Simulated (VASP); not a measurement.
Set up this calculation in VASP 6.6.1, as the native input.

- Task: single point
- Functional: HSE06
- Potentials or basis: VASP PAW PBE potentials, release 64 (Rb_sv, Br)
- Cutoff: 520 eV
- k mesh: 4 × 4 × 4
- Occupations: gaussian, width 0.01 eV
- Spin: no spin polarisation
- Dipole correction: no
- Grid for exact exchange (PRECFOCK): Normal
- Further INCAR settings: ALGO = Normal; EDIFF = 1e-06; NBANDS = 15
- Share of exact exchange: 0.25
- Screening parameter: 0.2079 1/Å

RbBr:

```
CELL_PARAMETERS angstrom
0.00000 3.92483 3.75716
3.92483 0.00000 3.75716
3.92483 3.92483 0.00000
ATOMIC_POSITIONS crystal
Rb 0.00000 0.00000 0.00000
Br 0.25000 0.25000 0.25000
```

This cell differs from its parent crystal: epitaxial xy strain +1.4%.

These files were run (other wordings do the same):

POSCAR

```
RbBr
1.0
    0.0000000000      3.9248305739      3.7571620154
    3.9248305739      0.0000000000      3.7571620154
    3.9248305739      3.9248305739      0.0000000000
Rb Br
1 1
Direct
    0.0000000000      0.0000000000      0.0000000000
    0.2500000000      0.2500000000      0.2500000000
```

INCAR.step1

```
SYSTEM = RbBr
ALGO     = Normal         ! electronic algorithm
EDIFF    = 1E-5           ! SCF threshold, eV
ENCUT    = 520            ! plane-wave cutoff, eV
GGA      = PE             ! functional
ISIF     = 2              ! what is computed and relaxed
ISMEAR   = 0              ! smearing method
LASPH    = .TRUE.         ! aspherical terms in the spheres
LCHARG   = .FALSE.        ! write CHGCAR
LREAL    = .FALSE.        ! projectors in reciprocal space
LWAVE    = .TRUE.         ! write WAVECAR
NBANDS   = 15             ! bands
NELM     = 60             ! most SCF steps
PREC     = Accurate       ! precision mode
SIGMA    = 0.01           ! smearing width, eV
```

INCAR.step2

```
SYSTEM = RbBr
ALGO     = Normal         ! electronic algorithm
EDIFF    = 1E-6           ! SCF threshold, eV
ENCUT    = 520            ! plane-wave cutoff, eV
GGA      = PE             ! functional
HFSCREEN = 0.2079         ! screening, 1/A
ISIF     = 2              ! what is computed and relaxed
ISMEAR   = 0              ! smearing method
ISTART   = 1            
LASPH    = .TRUE.         ! aspherical terms in the spheres
LCHARG   = .FALSE.        ! write CHGCAR
LHFCALC  = .TRUE.         ! exact exchange
LREAL    = .FALSE.        ! projectors in reciprocal space
LWAVE    = .FALSE.        ! write WAVECAR
NBANDS   = 15             ! bands
NELM     = 60             ! most SCF steps
PREC     = Accurate       ! precision mode
PRECFOCK = Normal       
SIGMA    = 0.01           ! smearing width, eV
```

KPOINTS

```
k-points
0
G
  4 4 4
  0 0 0
```

Potentials or basis: VASP PAW PBE potentials, release 64 (Rb_sv, Br).

Launch:

```sh
$ cat potpaw_PBE.64/Rb_sv/POTCAR potpaw_PBE.64/Br/POTCAR > POTCAR
$ cp INCAR.step1 INCAR
$ mpirun -np 1 vasp_std > vasp.out
$ cp INCAR.step2 INCAR
$ mpirun -np 1 vasp_std > vasp.out
```

It gave:

* Pressure: 0.1 GPa
* Band gap on the k mesh: 5.16 eV (least direct gap 5.25 eV)

Caveat: the cell differs from its parent crystal (epitaxial xy strain +1.4%); the PAW data sets were made with another functional, which shifts forces and pressure a little.

Run time: 26 min on 1 thread of Intel Xeon 8259CL, with other jobs on the host, peak memory 0.37 GiB.
